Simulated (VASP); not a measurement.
The system is AgRh.

```
Ag Rh
1.0
     2.77759    0.00000    0.00000
    -1.38879    2.40546    0.00000
     0.00000    0.00000    4.80860
Ag Rh
1 1
Direct
  0.00000 0.00000 0.50000
  0.66667 0.33333 0.00000
```

```yaml
Program: VASP 6.6.1
Task: relaxation of cell and atoms
Functional: r2SCAN
Dispersion: D4
Potentials_or_basis: VASP PAW PBE potentials, release 64 (Ag, Rh_pv)
Cutoff: 600 eV
k_mesh: 12 × 12 × 6
Occupations: methfessel-paxton, width 0.15 eV
Spin: no spin polarisation
```

At the start: pressure -8.1 GPa; volume 16.06 Å³/atom.

Problem. How do energy, volume and symmetry change on relaxing?

Solution. Over 6 steps the energy falls by 21.4 meV/atom and the volume is 15.26 Å³/atom (-5.0 %); space group P-6m2 (No. 187, to 0.1 Å) before and after.

The path:
| step | energy change (eV) | largest force (eV/Å) | pressure (GPa) | volume (Å³) |
| --- | --- | --- | --- | --- |
| 1 | 0.0000 | 0.0000 | -8.12 | 32.13 |
| 2 | 0.0505 | 0.0000 | 15.53 | 28.49 |
| 3 | -0.0425 | 0.0000 | -0.16 | 30.57 |
| 4 | -0.0425 | 0.0000 | 0.02 | 30.54 |
| 5 | -0.0429 | 0.0000 | 0.05 | 30.52 |
| 6 | -0.0429 | 0.0000 | 0.05 | 30.52 |

Final structure:
```
Ag Rh
1.0
     2.73443    0.00000    0.00000
    -1.36721    2.36808    0.00000
     0.00000    0.00000    4.71313
Ag Rh
1 1
Cartesian
  0.0000 0.0000 2.3566
  1.3672 0.7894 0.0000
```

Caveat: the PAW data sets were made with another functional, which shifts forces and pressure a little.
